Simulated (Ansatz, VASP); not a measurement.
**Two plane-wave programs on MgS**

```xyz
2
Lattice="0.0568 2.6015 2.6015 2.6015 0.0568 2.6015 2.6584 2.6584 0.0000" Properties=species:S:1:pos:R:3 pbc="T T T"
Mg    0.0000    0.0000    0.0000
S     2.6584    2.6584    2.6015
```

Change from the starting cell: shear_xy strain +4.4%.

Alike in both runs: task single point; functional r2SCAN; k mesh 8 × 8 × 8; no spin polarisation.

|  | VASP | Ansatz |
| --- | --- | --- |
| version | VASP 6.6.1 | Ansatz 0.2.0 |
| potentials or method | VASP PAW PBE potentials, release 64 (Mg, S) | plane waves, PAW |
| plane-wave cutoff (eV) | 520 | 500 |
| occupations | gaussian, width 0.01 eV | fixed |
| valence electrons in the cell | 8 | 16 |

Ansatz gave:

```
gap on the k mesh at the Fermi level (eV)                     : 3.16
pressure (GPa)                                                : 0.0
traceless stress, the component that is largest in VASP (GPa) : -2.64
```

**Question.** Estimate VASP's values.

**Answer.** gap on the k mesh at the Fermi level (eV): 3.14; pressure (GPa): -0.4; traceless stress, the component that is largest in VASP (GPa): -2.65.

VASP's potentials were made for PBE, not for r2SCAN. VASP's potentials hold 8 valence electrons a cell and Ansatz's 16, so a difference there can come from the potentials and not from the codes.
